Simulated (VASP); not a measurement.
A run of VASP 6.6.1:

Contents of POSCAR:

```
SiC
1.0
    0.0000000000      2.1790000000      2.1790000000
    2.1790000000      0.0000000000      2.1790000000
    2.1790000000      2.1790000000      0.0000000000
Si C
1 1
Direct
    0.0000000000      0.0000000000      0.0000000000
    0.2500000000      0.2500000000      0.2500000000
```

INCAR.step1

```
SYSTEM = SiC
ALGO = Normal
EDIFF = 1E-8
ENCUT = 500
ISMEAR = 0
LASPH = .True.
LCHARG = .False.
LREAL = .False.
LWAVE = .True.
NELM = 80
PREC = Accurate
SIGMA = 0.01
```

The input INCAR.step2:

```
SYSTEM = SiC
ALGO = Exact
EDIFF = 1E-8
ENCUT = 500
ISMEAR = 0
ISTART = 1
LASPH = .True.
LCHARG = .False.
LOPTICS = .True.
LREAL = .False.
LWAVE = .True.
NBANDS = 104
NELM = 1
PREC = Accurate
SIGMA = 0.01
```

INCAR.step3

```
SYSTEM = SiC
ALGO = EVGW0
EDIFF = 1E-8
ENCUT = 500
ENCUTGW = 150.0
ISMEAR = 0
ISTART = 1
LASPH = .True.
LCHARG = .False.
LREAL = .False.
LWAVE = .False.
NBANDS = 104
NBANDSGW = 12
NELMGW = 1
NOMEGA = 96
OMEGAMAX = 20
PREC = Accurate
PRECFOCK = Fast
SIGMA = 0.01
```

File KPOINTS:

```
k-points
0
Gamma
  4 4 4
  0 0 0
```

Potentials or basis: VASP PAW LDA potentials, release 64 (Si_GW, C_GW).

Command:

```sh
$ cat potpaw_LDA.64/Si_GW/POTCAR potpaw_LDA.64/C_GW/POTCAR > POTCAR
$ cp INCAR.step1 INCAR
$ mpirun -np 1 vasp_std > vasp.out
$ cp INCAR.step2 INCAR
$ mpirun -np 1 vasp_std > vasp.out
$ cp INCAR.step3 INCAR
$ mpirun -np 1 vasp_std > vasp.out
```

Hardware: 1 thread of Intel Xeon 8259CL, on a shared host.

Problem. Estimate the wall time of this run.

Solution. Wall time 73 s on 1 thread of Intel Xeon 8259CL, on a shared host, peak memory 0.22 GiB. Counts: k points 8.
